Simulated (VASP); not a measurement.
# Nb (P6_3/mmc) in VASP: further runs

Runs on Nb. Level: PBE. Tasks: single point, relaxation of cell and atoms.

Program: VASP 6.6.1. These are calculated values, not measurements. Logs are shortened: lines on timing, memory, paths and dates and some standing lists are left out, and cuts for length are marked.

**1. The cell of the first run**

The structure is hexagonal, space group P6_3/mmc (No. 194). The conventional cell has a = 3.049 Å, b = 3.049 Å, c = 4.948 Å, α = 90.00°, β = 90.00°, γ = 120.00°. Nb (site symmetry -6m2) has 12 Nb at 3.04 to 3.05 Å within 4.0 Å.

**2. Single point, PBE**

Input file INCAR:

```
SYSTEM = Nb
PREC = Accurate
ENCUT = 520
EDIFF = 1E-6
ISMEAR = 0
SIGMA = 0.1
LREAL = .FALSE.
LASPH = .TRUE.
NELM = 100
ALGO = Normal
ISIF = 2
LWAVE = .FALSE.
LCHARG = .FALSE.
GGA = PE
NBANDS = 20
```

Input file KPOINTS:

```
regular mesh
0
G
  6 6 4
  0 0 0
```

Input file POSCAR:

```
Nb
1.0
    3.0488450737      0.0000000000      0.0000000000
   -1.5244225368      2.6403772860      0.0000000000
    0.0000000000      0.0000000000      4.9484370199
Nb
2
Direct
    0.3333333333      0.6666666667      0.2500000000
    0.6666666667      0.3333333333      0.7500000000
```

Potentials or basis: VASP PAW PBE potentials, release 64 (Nb_sv).

Run with:

```console
$ cat potpaw_PBE.64/Nb_sv/POTCAR > POTCAR
$ mpirun -np 1 vasp_std > vasp.out
```

OUTCAR:

```text
SYSTEM = Nb
   PREC = Accurate
   ENCUT = 520
   EDIFF = 1E-6
   ISMEAR = 0
   LREAL = .FALSE.
   LASPH = .TRUE.
   NELM = 100
   ISIF = 2
   GGA = PE

 ion  position               nearest neighbor table
   1  0.333  0.667  0.250-   2 3.04   2 3.04   2 3.04   2 3.04   2 3.04   2 3.04
   2  0.667  0.333  0.750-   1 3.04   1 3.04   1 3.04   1 3.04   1 3.04   1 3.04

  LATTYP: Found a hexagonal cell.
 ALAT       =     3.0488450737
 C/A-ratio  =     1.6230529595

  Lattice vectors:

 A1 = (   3.0488450737,   0.0000000000,   0.0000000000)
 A2 = (  -1.5244225368,   2.6403772860,   0.0000000000)
 A3 = (   0.0000000000,   0.0000000000,   4.9484370199)

Analysis of symmetry for initial positions (statically):
=====================================================================
 Subroutine PRICEL returns:
 Original cell was already a primitive cell.

 Routine SETGRP: Setting up the symmetry group for a
 hexagonal supercell.

 Subroutine GETGRP returns: Found 24 space group operations
 (whereof 12 operations were pure point group operations)
 out of a pool of 24 trial point group operations.

The static configuration has the point symmetry D_3d.
 The point group associated with its full space group is D_6h.

Analysis of symmetry for dynamics (positions and initial velocities):
=====================================================================
 Subroutine PRICEL returns:
 Original cell was already a primitive cell.

 Routine SETGRP: Setting up the symmetry group for a
 hexagonal supercell.

 Subroutine GETGRP returns: Found 24 space group operations
 (whereof 12 operations were pure point group operations)
 out of a pool of 24 trial point group operations.

The dynamic configuration has the point symmetry D_3d.
 The point group associated with its full space group is D_6h.

 Subroutine INISYM returns: Found 24 space group operations
 (whereof 12 operations are pure point group operations),
 and found     1 'primitive' translations

----------------------------------------------------------------------------------------

                                     Primitive cell

  volume of cell :      39.8354

  direct lattice vectors                    reciprocal lattice vectors
     3.048845074  0.000000000  0.000000000     0.327993052  0.189366877  0.000000000
    -1.524422537  2.640377286  0.000000000     0.000000000  0.378733753  0.000000000
     0.000000000  0.000000000  4.948437020     0.000000000  0.000000000  0.202084011

  length of vectors
     3.048845074  3.048845074  4.948437020     0.378733753  0.378733753  0.202084011

  position of ions in fractional coordinates (direct lattice)
     0.333333333  0.666666667  0.250000000
     0.666666667  0.333333333  0.750000000

  ion indices of the primitive-cell ions
   primitive index   ion index
                 1           1
                 2           2

----------------------------------------------------------------------------------------

 KPOINTS: regular mesh

Automatic generation of k-mesh.
 Grid dimensions read from file:
 generate k-points for:    6    6    4

 Generating k-lattice:

  Cartesian coordinates                     Fractional coordinates (reciprocal lattice)
     0.054665509  0.031561146  0.000000000     0.166666667 -0.000000000  0.000000000
     0.000000000  0.063122292  0.000000000     0.000000000  0.166666667  0.000000000
     0.000000000  0.000000000  0.050521003     0.000000000  0.000000000  0.250000000

  Length of vectors
     0.063122292  0.063122292  0.050521003

  Shift w.r.t. Gamma in fractional coordinates (k-lattice)
     0.000000000  0.000000000  0.000000000

 Subroutine IBZKPT returns following result:
 ===========================================

 Found     21 irreducible k-points:

 Following reciprocal coordinates:
            Coordinates               Weight
  0.000000  0.000000  0.000000      1.000000
  0.166667  0.000000  0.000000      6.000000
  0.333333 -0.000000  0.000000      6.000000
  0.500000  0.000000  0.000000      3.000000
  0.166667  0.166667  0.000000      6.000000
  0.333333  0.166667  0.000000     12.000000
[... 13 lines left out ...]
  0.333333  0.166667  0.500000     12.000000
  0.333333  0.333333  0.500000      2.000000
   k-points           NKPTS =     21   k-points in BZ     NKDIM =     21   number of bands    NBANDS=     20
   number of dos      NEDOS =    301   number of ions     NIONS =      2
   total plane-waves  NPLWV =  23040
   dimension x,y,z NGX =    24 NGY =   24 NGZ =   40
   dimension x,y,z NGXF=    48 NGYF=   48 NGZF=   80
   ions per type =               2
   NGX,Y,Z   is equivalent  to a cutoff of  13.09, 13.09, 13.44 a.u.
   NGXF,Y,Z  is equivalent  to a cutoff of  26.17, 26.17, 26.88 a.u.
 SYSTEM =  Nb
   PREC   = accura    normal or accurate (medium, high low for compatibility)
   ISTART =      0    job   : 0-new  1-cont  2-samecut
   ICHARG =      2    charge: 1-file 2-atom 10-const
   ISPIN  =      1    spin polarized calculation?
   LNONCOLLINEAR =      F non collinear calculations
   LSORBIT =      F    spin-orbit coupling
   LASPH  =      T    aspherical Exc in radial PAW
   ENCUT  =  520.0 eV  38.22 Ry    6.18 a.u.   5.67  5.67  9.20*2*pi/ulx,y,z
   NELM   =    100;   NELMIN=  2; NELMDL= -5     # of ELM steps
   EDIFF  = 0.1E-05   stopping-criterion for ELM
   LREAL  =      F    real-space projection
   EDIFFG = 0.1E-04   stopping-criterion for IOM
   NSW    =      0    number of steps for IOM
   IBRION =     -1    ionic relax: 0-MD 1-quasi-New 2-CG
   NFREE  =      0    steps in history (QN), initial steepest desc. (CG)
   ISIF   =      2    stress and relaxation
   ISYM   =      2    0-nonsym 1-usesym 2-fastsym
   POTIM  = 0.5000    time-step for ionic-motion
   TEBEG  =    0.0;   TEEND  =   0.0 temperature during run
   PSTRESS=    0.0 pullay stress
   NELECT =      26.0000    total number of electrons
   NUPDOWN=      -1.0000    fix difference up-down
   EMIN   =  10.00;   EMAX   =-10.00  energy-range for DOS
   EFERMI =   0.00;   METHOD = LEGACY
   ISMEAR =     0;   SIGMA  =   0.10  broadening in eV -4-tet -1-fermi 0-gaus
   EFERMI_NEDOS =   21; number of points for ismear=-14 and -15
   IALGO  =     38    algorithm
   IMIX   =      4    mixing-type and parameters
     AMIX     =   0.40;   BMIX     =  1.00
     AMIX_MAG =   1.60;   BMIX_MAG =  1.00
  volume/ion in A,a.u.               =      19.92       134.41
  Fermi-wavevector in a.u.,A,eV,Ry     =   1.420069  2.683542 27.437458  2.016596
  Thomas-Fermi vector in A             =   2.541023
   LORBIT       =      0    0 simple, 1 ext, 2 COOP (PROOUT), +10 PAW based schemes
   GGA     = PE    functional components
   LHFCALC =     F    Hartree Fock is set to
   AEXX    =    0.0000 exact exchange contribution
   IVDW    =     0    specifies the selected vdW correction
   LEPSILON=     F    determine dielectric tensor
   LRPA    =     F    only Hartree local field effects (RPA)
 non-spin polarized calculation
 Gauss-broadening in eV      SIGMA  =   0.10
  energy-cutoff  :      520.00
  volume of cell :       39.84
 maximum number of plane-waves:      1099
 NGX is ok and might be reduce to    24
   NGX = 11   NGY = 11   NGZ = 19

 number of electron      26.0000002 magnetization

 Free energy of the ion-electron system (eV)
  ---------------------------------------------------
  ext. energy  EPLUGINS =         0.00000000
  ---------------------------------------------------
  free energy    TOTEN  =       -19.62665517 eV

  energy without entropy =      -19.60886597  energy(sigma->0) =      -19.61776057

 E-fermi :  10.2316     XC(G=0): -11.9849

 val. band max:       10.2112534245   @ k =   0.3333  -0.0000   0.2500
 cond. band min:      10.2743196398   @ k =   0.0000   0.0000   0.5000
 fundamental gap:      0.0630662153
 Fermi energy:        10.2315722462

 k-point     1 :       0.0000    0.0000    0.0000
  band No.  band energies     occupation
      1     -44.6557      2.00000
      2     -44.5012      2.00000
      3     -21.1021      2.00000
      4     -20.2996      2.00000
      5     -20.2996      2.00000
      6     -20.1668      2.00000
[... 12 lines left out ...]
     19      13.9924      0.00000
     20      13.9924      0.00000

 k-point     2 :       0.1667    0.0000    0.0000
  band No.  band energies     occupation
      1     -44.6224      2.00000
      2     -44.4860      2.00000
      3     -21.0183      2.00000
      4     -20.4884      2.00000
      5     -20.3585      2.00000
      6     -20.3581      2.00000
[... 12 lines left out ...]
     19      14.3099      0.00000
     20      16.1786      0.00000

 k-point     3 :       0.3333   -0.0000    0.0000
  band No.  band energies     occupation
      1     -44.5498      2.00000
      2     -44.4607      2.00000
      3     -20.8635      2.00000
      4     -20.8147      2.00000
      5     -20.7171      2.00000
      6     -20.4672      2.00000
[... 12 lines left out ...]
     19      14.6195      0.00000
     20      19.0786      0.00000

 k-point     4 :       0.5000    0.0000    0.0000
  band No.  band energies     occupation
      1     -44.5058      2.00000
      2     -44.4554      2.00000
      3     -21.0485      2.00000
      4     -20.8867      2.00000
      5     -20.6638      2.00000
      6     -20.5192      2.00000
[... 12 lines left out ...]
     19      15.9041      0.00000
     20      16.7086      0.00000

 k-point     5 :       0.1667    0.1667    0.0000
  band No.  band energies     occupation
      1     -44.5691      2.00000
      2     -44.4659      2.00000
      3     -20.8729      2.00000
      4     -20.6907      2.00000
      5     -20.6744      2.00000
      6     -20.4252      2.00000
[... 12 lines left out ...]
     19      14.3492      0.00000
     20      18.6130      0.00000
[... 284 lines left out ...]
      6     -20.4066      2.00000
[... 12 lines left out ...]
     19      14.9390      0.00000
     20      14.9390      0.00000

 k-point    19 :       0.1667    0.1667    0.5000
  band No.  band energies     occupation
      1     -44.5178      2.00000
      2     -44.5178      2.00000
      3     -20.8266      2.00000
      4     -20.8266      2.00000
      5     -20.4325      2.00000
      6     -20.4325      2.00000
[... 12 lines left out ...]
     19      14.2065      0.00000
     20      14.2065      0.00000

 k-point    20 :       0.3333    0.1667    0.5000
  band No.  band energies     occupation
      1     -44.4806      2.00000
      2     -44.4806      2.00000
      3     -21.0027      2.00000
      4     -21.0027      2.00000
      5     -20.5542      2.00000
      6     -20.5542      2.00000
[... 12 lines left out ...]
     19      15.9812      0.00000
     20      15.9812      0.00000

 k-point    21 :       0.3333    0.3333    0.5000
  band No.  band energies     occupation
      1     -44.4682      2.00000
      2     -44.4682      2.00000
      3     -20.9315      2.00000
      4     -20.9315      2.00000
      5     -20.7475      2.00000
      6     -20.7475      2.00000
[... 12 lines left out ...]
     19      18.4914      0.00000
     20      18.4914      0.00000

------------------------ aborting loop because EDIFF is reached ----------------------------------------

  FORCE on cell =-STRESS in cart. coord.  units (eV):
  Direction    XX          YY          ZZ          XY          YZ          ZX
  --------------------------------------------------------------------------------------
  -------------------------------------------------------------------------------------
  Total       -2.9797430     -2.9797430     -1.3466848     -0.0000000     -0.0000000      0.0000000
  in kB     -119.8450237   -119.8450237    -54.1635528     -0.0000000     -0.0000000      0.0000000
  external PRESSURE =     -97.9512001 kB  Pullay stress =       0.0000000 kB

 VOLUME and BASIS-vectors are now :
 -----------------------------------------------------------------------------
  energy-cutoff  :      520.00
  volume of cell :       39.84
      direct lattice vectors                 reciprocal lattice vectors
     3.048845074  0.000000000  0.000000000     0.327993052  0.189366877  0.000000000
    -1.524422537  2.640377286  0.000000000     0.000000000  0.378733753  0.000000000
     0.000000000  0.000000000  4.948437020     0.000000000  0.000000000  0.202084011

 POSITION                                       TOTAL-FORCE (eV/Angst)
 -----------------------------------------------------------------------------------
     -0.00000      1.76025      1.23711         0.000000      0.000000      0.000000
      1.52442      0.88013      3.71133         0.000000      0.000000      0.000000
 -----------------------------------------------------------------------------------
    total drift:                               -0.000000      0.000000     -0.000000

  FREE ENERGIE OF THE ION-ELECTRON SYSTEM (eV)
  ---------------------------------------------------
  free  energy   TOTEN  =       -19.6266551681 eV

  energy  without entropy=      -19.6088659698  energy(sigma->0) =      -19.61776057
```

Run time: 15 s. Hardware: 1 thread of Intel Xeon Platinum 8375C at 2.90GHz (Ice Lake), shared host; peak memory 0.16 GiB.

What came out:

* Free energy: -19.6267 eV
* Pressure: -9.8 GPa
* Band gap on the k mesh: zero (band 13 reaches 11.84 eV, above the bottom of band 14 at 9.64 eV)

Caveat: the k points lie up to 0.40 Å⁻¹ apart.

**3. Single point, PBE**

This run uses another cell than the first one, of 18.67 Å³/atom, 0.937 times its volume.

INCAR is that of step 2.

Input file KPOINTS:

```
regular mesh
0
G
  9 9 4
  0 0 0
```

Input file POSCAR:

```
Nb
1.0
    2.8481571483      0.0000000000      0.0000000000
   -1.4240785741      2.4665764444      0.0000000000
    0.0000000000      0.0000000000      5.3139982771
Nb
2
Direct
    0.3333333333      0.6666666667      0.2500000000
    0.6666666667      0.3333333333      0.7500000000
```

Potentials or basis: VASP PAW PBE potentials, release 64 (Nb_sv).

Run with:

```console
$ cat potpaw_PBE.64/Nb_sv/POTCAR > POTCAR
$ mpirun -np 1 vasp_std > vasp.out
```

Wall time 24 s (1 thread of Intel Xeon Platinum 8375C at 2.90GHz (Ice Lake), shared host); peak memory 0.16 GiB.

The run converged. Its results:

| Quantity | Value |
| --- | --- |
| Free energy | -19.8578 eV |
| Pressure | -0.4 GPa |
| Band gap on the k mesh | zero (band 13 reaches 13.00 eV, above the bottom of band 14 at 10.36 eV) |

Stress tensor (GPa, compression positive):
```
-0.24  0.00  0.00
 0.00 -0.24  0.00
 0.00  0.00 -0.61
```

Levels at points of the mesh, in eV from the Fermi level:
```csv
k point,band 11,band 12,band 13,band 14,band 15,band 16
"(0.00, 0.00, 0.00)",-1.16,0.26,0.35,0.35,0.75,0.75
"(0.00, 0.00, 0.50)",-1.36,-1.36,0.42,0.42,0.42,0.42
```

**4. Relaxation of cell and atoms, PBE**

Input file INCAR:

```
  PREC = Accurate
  ENCUT = 600
  EDIFF = 1E-7
  ISMEAR = 0
  SIGMA = 0.1
  LREAL = F
  LASPH = T
  NELM = 80
  ALGO = Normal
  ISIF = 3
  LWAVE = F
  LCHARG = F
  GGA = PE
  IBRION = 2
  NSW = 90
  EDIFFG = -0.04
```

Input file KPOINTS:

```
Automatic mesh
0
Gamma
  6 6 4
```

Input file POSCAR:

```
Nb
1.0
    3.0488450737      0.0000000000      0.0000000000
   -1.5244225368      2.6403772860      0.0000000000
    0.0000000000      0.0000000000      4.9484370199
Nb
2
Direct
    0.3333333333      0.6666666667      0.2500000000
    0.6666666667      0.3333333333      0.7500000000
```

Run with:

```console
$ cat potpaw_PBE.64/Nb_sv/POTCAR > POTCAR
$ mpirun -np 1 vasp_std > vasp.out
```

It took 2.3 min on 1 thread of Intel Xeon Platinum 8375C at 2.90GHz (Ice Lake), shared host; peak memory 0.17 GiB.

Results (log left out):

| Property | Result |
| --- | --- |
| Free energy | -19.8873 eV |
| Relaxed volume | 18.47 Å³/atom |
| Relaxed cell | a = 2.837 Å, b = 2.837 Å, c = 5.301 Å, α = 90.00°, β = 90.00°, γ = 120.00° |
| Space group after relaxing (to 0.05 Å) | P6_3/mmc (No. 194) |
| Energy gained by relaxing | 130.4 meV/atom |
| Ionic steps | 11 |
| Pressure after relaxing | 0.0 GPa |
| Band gap on the k mesh | zero (band 13 reaches 13.32 eV, above the bottom of band 14 at 10.32 eV) |

Step by step:
| step | energy change (eV) | largest force (eV/Å) | pressure (GPa) | volume (Å³) |
| --- | --- | --- | --- | --- |
| 1 | 0.0000 | 0.0000 | -9.80 | 39.84 |
| 2 | 0.0883 | 0.0000 | 21.41 | 33.20 |
| 3 | -0.1069 | 0.0000 | 1.28 | 36.87 |
| 4 | -0.2006 | 0.0000 | 2.00 | 36.53 |
| 5 | -0.0510 | 0.0000 | 12.67 | 35.13 |
| 6 | -0.2461 | 0.0000 | 3.31 | 36.20 |
| 7 | -0.2495 | 0.0000 | 4.08 | 36.05 |
| 8 | -0.2234 | 0.0000 | -6.12 | 38.58 |
| 9 | -0.2606 | 0.0000 | 0.09 | 36.93 |
| 10 | -0.2606 | 0.0000 | 0.20 | 36.90 |
| 11 | -0.2609 | 0.0000 | -0.03 | 36.95 |

Final structure:
```cif
data_structure
_symmetry_space_group_name_H-M 'P 1'
_symmetry_Int_Tables_number 1
_cell_length_a 2.8369
_cell_length_b 2.8369
_cell_length_c 5.3011
_cell_angle_alpha 90.000
_cell_angle_beta 90.000
_cell_angle_gamma 120.000
_cell_volume 36.95
loop_
_atom_site_label
_atom_site_type_symbol
_atom_site_fract_x
_atom_site_fract_y
_atom_site_fract_z
_atom_site_occupancy
Nb1 Nb 0.33333 0.66667 0.25000 1
Nb2 Nb 0.66667 0.33333 0.75000 1
```

Levels at points of the mesh, in eV from the Fermi level:
| k point | band 9 | band 10 | band 11 | band 12 | band 13 | band 14 | band 15 | band 16 | band 17 |
| --- | --- | --- | --- | --- | --- | --- | --- | --- | --- |
| (0.00, 0.00, 0.00) | -6.37 | -4.08 | -1.33 | 0.13 | 0.21 | 0.21 | 0.61 | 0.61 | 2.63 |
| (0.50, 0.00, 0.00) | -3.83 | -3.51 | -3.46 | -0.81 | 0.17 | 0.23 | 0.75 | 4.27 | 5.57 |
| (0.00, 0.00, 0.50) | -4.83 | -4.83 | -1.52 | -1.52 | 0.28 | 0.28 | 0.28 | 0.28 | 3.62 |
| (0.50, 0.00, 0.50) | -3.99 | -3.99 | -2.62 | -2.62 | 1.98 | 1.98 | 2.17 | 2.17 | 4.80 |

Caveat: the k points lie up to 0.43 Å⁻¹ apart in the final cell.

**5. Relaxation of cell and atoms, PBE**

This run uses another cell than the first one, of 18.50 Å³/atom, 0.929 times its volume.

Input file INCAR:

```
PREC = Accurate
ENCUT = 600
EDIFF = 1E-7
ISMEAR = 0
SIGMA = 0.1
LREAL = False
LASPH = True
NELM = 80
ALGO = Normal
ISIF = 3
LWAVE = False
LCHARG = False
GGA = PE
IBRION = 2
NSW = 90
EDIFFG = -0.04
```

Input file KPOINTS:

```
regular mesh
0
Gamma
  9 9 4
```

Input file POSCAR:

```
Nb
1.0
    2.8376659320      0.0000000000      0.0000000000
   -1.4188329660      2.4574907846      0.0000000000
    0.0000000000      0.0000000000      5.3069538184
Nb
2
Direct
    0.3333333333      0.6666666667      0.2500000000
    0.6666666667      0.3333333333      0.7500000000
```

Run with:

```console
$ cat potpaw_PBE.64/Nb_sv/POTCAR > POTCAR
$ mpirun -np 1 vasp_std > vasp.out
```

Wall time 65 s (1 thread of Intel Xeon Platinum 8375C at 2.90GHz (Ice Lake), shared host); peak memory 0.18 GiB.

The run converged. Its results:

```yaml
Free_energy: -19.8577 eV
Relaxed_volume: 18.63 Å³/atom
Relaxed_cell: a = 2.848 Å, b = 2.848 Å, c = 5.303 Å, α = 90.00°, β = 90.00°, γ = 120.00°
Space_group_after_relaxing_to_0.05_Å: P6_3/mmc (No. 194)
Energy_gained_by_relaxing: 0.6 meV/atom
Ionic_steps: 4
Pressure_after_relaxing: 0.0 GPa
Band_gap_on_the_k_mesh: zero (band 13 reaches 13.03 eV, above the bottom of band 14 at 10.39 eV)
```

Stress tensor (GPa, compression positive):
```
 0.04  0.00  0.00
 0.00  0.04  0.00
 0.00  0.00 -0.12
```

The path:
```tsv
step	energy change (eV)	largest force (eV/Å)	pressure (GPa)	volume (Å³)
1	0.0000	0.0000	1.11	37.01
2	0.0015	0.0000	-1.90	37.70
3	-0.0010	0.0000	-0.08	37.27
4	-0.0012	0.0000	-0.02	37.25
```

Final structure:
```
Nb
1.0
     2.84806    0.00000    0.00000
    -1.42403    2.46649    0.00000
     0.00000    0.00000    5.30295
Nb
2
Direct
  0.33333 0.66667 0.25000
  0.66667 0.33333 0.75000
```

Levels at points of the mesh, in eV from the Fermi level:
| k point | band 11 | band 12 | band 13 | band 14 | band 15 | band 16 |
| --- | --- | --- | --- | --- | --- | --- |
| (0.00, 0.00, 0.00) | -1.15 | 0.28 | 0.34 | 0.34 | 0.75 | 0.75 |
| (0.00, 0.00, 0.50) | -1.35 | -1.35 | 0.41 | 0.41 | 0.41 | 0.41 |

(Part 1 of 2 ends here.)
